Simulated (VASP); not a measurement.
# Bi in VASP: a series of runs

The runs below take Bi through single point, with PBEsol+D3(BJ).

Program: VASP 6.6.1. These are calculated values, not measurements. Logs are shortened: lines on timing, memory, paths and dates and some standing lists are left out, and cuts for length are marked.

## 1. The cell of the first run

It takes space group I4/mmm (No. 139, tetragonal). The conventional cell has a = 3.713 Å, b = 3.713 Å, c = 4.117 Å, α = 90.00°, β = 90.00°, γ = 90.00°. Bi (site symmetry 4/mmm) has 14 Bi at 3.34 to 4.12 Å within 4.4 Å.

## 2. Single point, PBEsol+D3(BJ)

Input file INCAR:

```
  ALGO = Normal
  EDIFF = 1E-6
  ENCUT = 520
  GGA = PS
  ISIF = 2
  ISMEAR = 0
  IVDW = 12
  LASPH = T
  LCHARG = F
  LREAL = F
  LWAVE = F
  NBANDS = 14
  NELM = 60
  PREC = Accurate
  SIGMA = 0.15
```

Input file KPOINTS:

```
k-points
0
Gamma
  16 16 16
```

Input file POSCAR:

```
Bi
1.0
   -1.8565330651      1.8565330651      2.0585392535
    1.8565330651     -1.8565330651      2.0585392535
    1.8565330651      1.8565330651     -2.0585392535
Bi
1
Direct
    0.0000000000      0.0000000000      0.0000000000
```

Potentials or basis: VASP PAW PBE potentials, release 64 (Bi_d).

The run is started by

```sh
$ cat potpaw_PBE.64/Bi_d/POTCAR > POTCAR
$ mpirun -np 1 vasp_std > vasp.out
```

OUTCAR:

```text
EDIFF = 1E-6
   ENCUT = 520
   GGA = PS
   ISIF = 2
   ISMEAR = 0
   IVDW = 12
   LASPH = T
   LREAL = F
   NELM = 60
   PREC = Accurate
 IVDW          = 12

 ion  position               nearest neighbor table
   1  0.000  0.000  0.000-

  LATTYP: Found a body centered tetragonal cell.
 ALAT       =     3.7130661302
 C/A-ratio  =     1.1088082901

  Lattice vectors:

 A1 = (  -1.8565330651,   1.8565330651,   2.0585392535)
 A2 = (   1.8565330651,  -1.8565330651,   2.0585392535)
 A3 = (   1.8565330651,   1.8565330651,  -2.0585392535)

Analysis of symmetry for initial positions (statically):
=====================================================================
 Subroutine PRICEL returns:
 Original cell was already a primitive cell.

 Routine SETGRP: Setting up the symmetry group for a
 body centered tetragonal supercell.

 Subroutine GETGRP returns: Found 16 space group operations
 (whereof 16 operations were pure point group operations)
 out of a pool of 16 trial point group operations.

The static configuration has the point symmetry D_4h.

Analysis of symmetry for dynamics (positions and initial velocities):
=====================================================================
 Subroutine PRICEL returns:
 Original cell was already a primitive cell.

 Routine SETGRP: Setting up the symmetry group for a
 body centered tetragonal supercell.

 Subroutine GETGRP returns: Found 16 space group operations
 (whereof 16 operations were pure point group operations)
 out of a pool of 16 trial point group operations.

The dynamic configuration has the point symmetry D_4h.

 Subroutine INISYM returns: Found 16 space group operations
 (whereof 16 operations are pure point group operations),
 and found     1 'primitive' translations

----------------------------------------------------------------------------------------

                                     Primitive cell

  volume of cell :      28.3808

  direct lattice vectors                    reciprocal lattice vectors
    -1.856533065  1.856533065  2.058539254     0.000000000  0.269319200  0.242890680
     1.856533065 -1.856533065  2.058539254     0.269319200  0.000000000  0.242890680
     1.856533065  1.856533065 -2.058539254     0.269319200  0.269319200  0.000000000

  length of vectors
     3.336317416  3.336317416  3.336317416     0.362668877  0.362668877  0.380874865

  position of ions in fractional coordinates (direct lattice)
     0.000000000  0.000000000  0.000000000

  ion indices of the primitive-cell ions
   primitive index   ion index
                 1           1

----------------------------------------------------------------------------------------

 KPOINTS: k-points

Automatic generation of k-mesh.
 Grid dimensions read from file:
 generate k-points for:   16   16   16

 Generating k-lattice:

  Cartesian coordinates                     Fractional coordinates (reciprocal lattice)
     0.000000000  0.016832450  0.015180668     0.062500000 -0.000000000  0.000000000
     0.016832450  0.000000000  0.015180668    -0.000000000  0.062500000  0.000000000
     0.016832450  0.016832450  0.000000000     0.000000000  0.000000000  0.062500000

  Length of vectors
     0.022666805  0.022666805  0.023804679

  Shift w.r.t. Gamma in fractional coordinates (k-lattice)
     0.000000000  0.000000000  0.000000000

 Subroutine IBZKPT returns following result:
 ===========================================

 Found    349 irreducible k-points:

 Following reciprocal coordinates:
            Coordinates               Weight
  0.000000  0.000000  0.000000      1.000000
  0.062500 -0.000000  0.000000      8.000000
  0.125000 -0.000000  0.000000      8.000000
  0.187500  0.000000  0.000000      8.000000
  0.250000 -0.000000  0.000000      8.000000
  0.312500  0.000000  0.000000      8.000000
[... 16 lines left out ...]
 -0.125000  0.062500 -0.000000     16.000000
 -0.062500  0.062500  0.000000      4.000000
 [... further k-points ...]
   k-points           NKPTS =    349   k-points in BZ     NKDIM =    349   number of bands    NBANDS=     14
   number of dos      NEDOS =    301   number of ions     NIONS =      1
   total plane-waves  NPLWV =  21952
   dimension x,y,z NGX =    28 NGY =   28 NGZ =   28
   dimension x,y,z NGXF=    56 NGYF=   56 NGZF=   56
   ions per type =               1
   NGX,Y,Z   is equivalent  to a cutoff of  13.95, 13.95, 13.95 a.u.
   NGXF,Y,Z  is equivalent  to a cutoff of  27.90, 27.90, 27.90 a.u.
 SYSTEM =  unknown system
   PREC   = accura    normal or accurate (medium, high low for compatibility)
   ISTART =      0    job   : 0-new  1-cont  2-samecut
   ICHARG =      2    charge: 1-file 2-atom 10-const
   ISPIN  =      1    spin polarized calculation?
   LNONCOLLINEAR =      F non collinear calculations
   LSORBIT =      F    spin-orbit coupling
   LASPH  =      T    aspherical Exc in radial PAW
   ENCUT  =  520.0 eV  38.22 Ry    6.18 a.u.   6.20  6.20  6.20*2*pi/ulx,y,z
   NELM   =     60;   NELMIN=  2; NELMDL= -5     # of ELM steps
   EDIFF  = 0.1E-05   stopping-criterion for ELM
   LREAL  =      F    real-space projection
   EDIFFG = 0.1E-04   stopping-criterion for IOM
   NSW    =      0    number of steps for IOM
   IBRION =     -1    ionic relax: 0-MD 1-quasi-New 2-CG
   NFREE  =      0    steps in history (QN), initial steepest desc. (CG)
   ISIF   =      2    stress and relaxation
   ISYM   =      2    0-nonsym 1-usesym 2-fastsym
   POTIM  = 0.5000    time-step for ionic-motion
   TEBEG  =    0.0;   TEEND  =   0.0 temperature during run
   PSTRESS=    0.0 pullay stress
   NELECT =      15.0000    total number of electrons
   NUPDOWN=      -1.0000    fix difference up-down
   EMIN   =  10.00;   EMAX   =-10.00  energy-range for DOS
   EFERMI =   0.00;   METHOD = LEGACY
   ISMEAR =     0;   SIGMA  =   0.15  broadening in eV -4-tet -1-fermi 0-gaus
   EFERMI_NEDOS =   21; number of points for ismear=-14 and -15
   IALGO  =     38    algorithm
   IMIX   =      4    mixing-type and parameters
     AMIX     =   0.40;   BMIX     =  1.00
     AMIX_MAG =   1.60;   BMIX_MAG =  1.00
  volume/ion in A,a.u.               =      28.38       191.52
  Fermi-wavevector in a.u.,A,eV,Ry     =   1.323621  2.501282 23.837044  1.751973
  Thomas-Fermi vector in A             =   2.453216
   LORBIT       =      0    0 simple, 1 ext, 2 COOP (PROOUT), +10 PAW based schemes
   GGA     = PS    functional components
   LHFCALC =     F    Hartree Fock is set to
   AEXX    =    0.0000 exact exchange contribution
   IVDW    =    12    specifies the selected vdW correction
   LEPSILON=     F    determine dielectric tensor
   LRPA    =     F    only Hartree local field effects (RPA)
 non-spin polarized calculation
 Gauss-broadening in eV      SIGMA  =   0.15
  energy-cutoff  :      520.00
  volume of cell :       28.38
 maximum number of plane-waves:       778
 NGX is ok and might be reduce to    28
   NGX = 13   NGY = 13   NGZ = 13

 number of electron      15.0000002 magnetization

 Free energy of the ion-electron system (eV)
  ---------------------------------------------------
  ext. energy  EPLUGINS =         0.00000000
  ---------------------------------------------------
  free energy    TOTEN  =        -4.19072542 eV

  energy without entropy =       -4.18361877  energy(sigma->0) =       -4.18717209

 E-fermi :   8.9442     XC(G=0): -10.8859

 val. band max:        8.9225238590   @ k =  -0.1875  -0.2500   0.1875
 cond. band min:       8.9489156229   @ k =  -0.3125   0.3750   0.1250
 fundamental gap:      0.0263917640
 Fermi energy:         8.9442023317

 k-point     1 :       0.0000    0.0000    0.0000
  band No.  band energies     occupation
      1     -14.0975      2.00000
      2     -14.0975      2.00000
      3     -14.0565      2.00000
      4     -13.9452      2.00000
      5     -13.9022      2.00000
      6      -5.2718      2.00000
      7      14.5156      0.00000
      8      14.8110      0.00000
      9      14.8110      0.00000
     10      18.7042      0.00000
     11      19.1821      0.00000
     12      20.1075      0.00000
     13      20.1075      0.00000
     14      20.6961      0.00000

 k-point     2 :       0.0625   -0.0000    0.0000
  band No.  band energies     occupation
      1     -14.0938      2.00000
      2     -14.0935      2.00000
      3     -14.0526      2.00000
      4     -13.9462      2.00000
      5     -13.9041      2.00000
      6      -5.1945      2.00000
      7      13.7558      0.00000
      8      14.5842      0.00000
      9      14.6166      0.00000
     10      18.3387      0.00000
     11      19.6782      0.00000
     12      19.7696      0.00000
     13      19.8021      0.00000
     14      21.0516      0.00000

 k-point     3 :       0.1250   -0.0000    0.0000
  band No.  band energies     occupation
      1     -14.0899      2.00000
      2     -14.0839      2.00000
      3     -14.0337      2.00000
      4     -13.9491      2.00000
      5     -13.9087      2.00000
      6      -4.9631      2.00000
      7      11.9616      0.00000
      8      14.0191      0.00000
      9      14.4466      0.00000
     10      17.7501      0.00000
     11      19.1970      0.00000
     12      19.2851      0.00000
     13      20.4735      0.00000
     14      21.8423      0.00000

 k-point     4 :       0.1875    0.0000    0.0000
  band No.  band energies     occupation
      1     -14.0940      2.00000
      2     -14.0709      2.00000
      3     -13.9955      2.00000
      4     -13.9534      2.00000
      5     -13.9141      2.00000
      6      -4.5811      2.00000
      7       9.9916      0.00000
      8      13.3158      0.00000
      9      14.1958      0.00000
     10      17.1976      0.00000
     11      18.6466      0.00000
     12      19.0366      0.00000
     13      20.9830      0.00000
     14      22.8808      0.00000

 k-point     5 :       0.2500   -0.0000    0.0000
  band No.  band energies     occupation
      1     -14.1021      2.00000
      2     -14.0598      2.00000
      3     -13.9576      2.00000
      4     -13.9467      2.00000
      5     -13.9178      2.00000
      6      -4.0578      2.00000
      7       8.0779      2.00000
      8      12.6184      0.00000
      9      13.8948      0.00000
     10      16.7078      0.00000
     11      18.1824      0.00000
[... 276 lines left out ...]
 k-point    22 :      -0.1875    0.0625    0.0000
  band No.  band energies     occupation
      1     -14.0943      2.00000
      2     -14.0740      2.00000
      3     -14.0131      2.00000
      4     -13.9469      2.00000
      5     -13.9116      2.00000
      6      -4.7090      2.00000
      7      10.7969      0.00000
      8      13.4470      0.00000
      9      13.9020      0.00000
     10      17.7526      0.00000
     11      18.1845      0.00000
     12      19.4763      0.00000
     13      20.8639      0.00000
     14      21.8064      0.00000

 k-point    23 :      -0.1250    0.0625   -0.0000
  band No.  band energies     occupation
      1     -14.0989      2.00000
      2     -14.0770      2.00000
      3     -14.0444      2.00000
      4     -13.9438      2.00000
      5     -13.9074      2.00000
      6      -5.0238      2.00000
      7      12.6397      0.00000
      8      14.0939      0.00000
      9      14.2028      0.00000
     10      18.0799      0.00000
     11      18.5663      0.00000
     12      19.8211      0.00000
     13      20.3241      0.00000
     14      21.3893      0.00000

 k-point    24 :      -0.0625    0.0625    0.0000
  band No.  band energies     occupation
      1     -14.1002      2.00000
      2     -14.0864      2.00000
      3     -14.0545      2.00000
      4     -13.9438      2.00000
      5     -13.9042      2.00000
      6      -5.1863      2.00000
      7      14.0467      0.00000
      8      14.2034      0.00000
      9      14.6152      0.00000
     10      18.3565      0.00000
     11      19.1081      0.00000
     12      19.9238      0.00000
     13      20.0452      0.00000
     14      21.1015      0.00000

 [... further k-points ...]

------------------------ aborting loop because EDIFF is reached ----------------------------------------

 Edisp (eV)   -0.57661

 E8    (eV) :    -0.4127

  FORCE on cell =-STRESS in cart. coord.  units (eV):
  Direction    XX          YY          ZZ          XY          YZ          ZX
  --------------------------------------------------------------------------------------
  -------------------------------------------------------------------------------------
  Total       0.20594     0.20594    -0.15997     0.00000     0.00000     0.00000
  in kB      11.62565    11.62565    -9.03098     0.00000     0.00000     0.00000
  external pressure =        4.74 kB  Pullay stress =        0.00 kB

 VOLUME and BASIS-vectors are now :
 -----------------------------------------------------------------------------
  energy-cutoff  :      520.00
  volume of cell :       28.38
      direct lattice vectors                 reciprocal lattice vectors
    -1.856533065  1.856533065  2.058539254     0.000000000  0.269319200  0.242890680
     1.856533065 -1.856533065  2.058539254     0.269319200  0.000000000  0.242890680
     1.856533065  1.856533065 -2.058539254     0.269319200  0.269319200  0.000000000

 POSITION                                       TOTAL-FORCE (eV/Angst)
 -----------------------------------------------------------------------------------
      0.00000      0.00000      0.00000        -0.000000      0.000000      0.000000
 -----------------------------------------------------------------------------------
    total drift:                               -0.000000     -0.000000     -0.000000

  FREE ENERGIE OF THE ION-ELECTRON SYSTEM (eV)
  ---------------------------------------------------
  free  energy   TOTEN  =        -4.7673362299 eV

  energy  without entropy=       -4.7602295726  energy(sigma->0) =       -4.76378290
```

It took 2.1 min on 1 thread of Intel Xeon 8259CL, shared host; peak memory 0.26 GiB.

Results:

* Free energy: -4.7673 eV
* Pressure: 0.5 GPa
* Band gap on the k mesh: zero (an odd number of electrons rules out a gap without spin polarisation)
* Dispersion energy per atom: -0.577 eV

Levels at points of the mesh, in eV from the Fermi level:
```tsv
k point	band 3	band 4	band 5	band 6	band 7	band 8	band 9	band 10	band 11	band 12
(0.00, 0.00, 0.00)	-23.00	-22.89	-22.85	-14.22	5.57	5.87	5.87	9.76	10.24	11.16
(0.50, 0.00, 0.00)	-22.91	-22.85	-22.76	-10.74	-5.72	2.22	4.20	6.83	8.41	11.09
(0.50, 0.50, 0.00)	-22.85	-22.84	-22.74	-10.30	-5.46	1.10	2.61	5.48	6.84	14.81
(0.50, 0.50, 0.50)	-22.79	-22.77	-22.77	-8.22	-3.12	-1.38	-1.38	3.20	3.94	15.81
```

Caveat: the cell differs from its parent crystal (strain +e along x and -e along y +0.0000, strain +e along z and -e/2 along x and y +0.0700); the PAW data sets were made with another functional, which shifts forces and pressure a little; spin-orbit coupling is left out, which moves the levels of the heavy elements.

[end of part 1 of 2]

The gap in the log of VASP goes by the Fermi energy; the results here count the filled bands.